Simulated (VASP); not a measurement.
Set up this calculation in VASP 6.6.1, as the native input.

```yaml
Task: relaxation of cell and atoms
Functional: PBE
Potentials_or_basis: VASP PAW PBE potentials, release 64 (Si, B_h, Br)
Cutoff: 1230 eV
k_mesh: 6 × 6 × 4
Occupations: gaussian, width 0.1 eV
Spin: no spin polarisation
Dipole_correction: no
Further_INCAR_settings: ALGO = Normal; EDIFF = 1e-07; IBRION = 2; EDIFFG = -0.04; NSW = 90; ISIF = 3
```

The structure of SiBBr lies in POSCAR:

```
SiBBr
1.0
    2.9361492500      0.0000000000      0.0000000000
    0.0000000000      2.9361492500      0.0000000000
    0.0000000000      0.0000000000      4.8611619800
Si B Br
1 1 1
Direct
    0.0000000000      0.0000000000      0.5000000000
    0.5000000000      0.5000000000      0.0000000000
    0.0000000000      0.0000000000      0.0000000000
```

The cell was generated, and may not be a known phase.

The input as run:

INCAR

```
PREC = Accurate
ENCUT = 1230
EDIFF = 1E-7
ISMEAR = 0
SIGMA = 0.1
LREAL = F
LASPH = T
NELM = 120
ALGO = Normal
ISIF = 3
LWAVE = F
LCHARG = F
GGA = PE
IBRION = 2
NSW = 90
EDIFFG = -0.04
GGA_COMPAT = F
NELMIN = 4
```

KPOINTS

```
regular mesh
0
Gamma
  6 6 4
```

Potentials or basis: VASP PAW PBE potentials, release 64 (Si, B_h, Br).

Launch:

```console
$ cat potpaw_PBE.64/Si/POTCAR potpaw_PBE.64/B_h/POTCAR potpaw_PBE.64/Br/POTCAR > POTCAR
$ mpirun -np 1 vasp_std > vasp.out
```

Results of the run:

The relaxed volume is 20.93 Å³/atom and the relaxed cell is a = 3.357 Å, b = 3.357 Å, c = 5.571 Å, α = 90.00°, β = 90.00°, γ = 90.00°. The space group after relaxing (to 0.1 Å) is P4/mmm (No. 123) and the energy gained by relaxing is 311.0 meV/atom. The ionic steps are 13. The pressure after relaxing is 0.0 GPa. The band gap on the k mesh is zero (bands 7 and 8 overlap by 3.38 eV).

Caveat: the volume moved by over 15 % at a fixed basis, so the end points are rough.

It took 3.8 min on 1 thread of AMD EPYC 9R45 (Zen 5) (shared host), peak memory 0.28 GiB.
